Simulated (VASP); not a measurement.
Crystal: Au.

```
Au
1.0
     0.00000    2.05681    2.05681
     2.05681    0.00000    2.05681
     2.05681    2.05681    0.00000
Au
1
Direct
  0.00000 0.00000 0.00000
```

Base run:

- Program: VASP 6.6.1
- Functional: PBE
- Potentials or basis: VASP PAW PBE potentials, release 64 (Au)
- Cutoff: 520 eV
- k mesh: 12 × 12 × 12
- Occupations: fermi-dirac, width 0.06 eV
- Spin: no spin polarisation

Its results: pressure 4.7 GPa.

Question: The run is repeated on the same cell with these changes: functional from PBE to PBEsol. What comes out?

Answer: Pressure -3.9 GPa.

PBEsol binds more tightly than PBE, so the same cell stands under less pressure.

Caveats: the PAW data sets were made with another functional, which shifts forces and pressure a little (some runs).
